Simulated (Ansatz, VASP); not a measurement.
# B4MoRu in VASP and in Ansatz

```
CELL_PARAMETERS angstrom
3.15291 -3.16964 0.00000
3.15291 3.16964 0.00000
0.00000 0.00000 3.06667
ATOMIC_POSITIONS crystal
B 0.80925 0.80925 0.00000
B 0.69826 0.30174 0.50000
B 0.19075 0.19075 0.00000
B 0.30174 0.69826 0.50000
Mo 0.00000 0.00000 0.50000
Ru 0.50000 0.50000 0.00000
```

Change from the starting cell: species swapped into the CrIrO4 type (Cmmm, No. 65).

Alike in both runs: task relaxation of cell and atoms; functional PBE; k mesh 4 × 4 × 6; occupations gaussian, width 0.1 eV; no spin polarisation.

```csv
,VASP,Ansatz
version,VASP 6.6.1,Ansatz 0.2.0
potentials or method,"VASP PAW PBE potentials, release 64 (B, Mo_sv, Ru_pv), cutoff 600 eV","scalar-relativistic, plane waves, PAW"
valence electrons in the cell,40,42
```

VASP gave:

- gap on the k mesh at the Fermi level, each at its own relaxed structure (eV): none
- relaxed volume (Å³/atom): 11.58
- relaxed cell length with the largest relative difference (Å): 4.088

Task: What did Ansatz give for the same quantities?

Result: gap on the k mesh at the Fermi level, each at its own relaxed structure (eV): none; relaxed volume (Å³/atom): 13.32; relaxed cell length with the largest relative difference (Å): 2.494.

A gap of «none» marks a metal or a gap that the smearing closes. One of these differences is far larger than is usual between the two programs; its cause wasn't traced. VASP's potentials hold 40 valence electrons a cell and Ansatz's 42, so a difference there can come from the potentials and not from the codes.
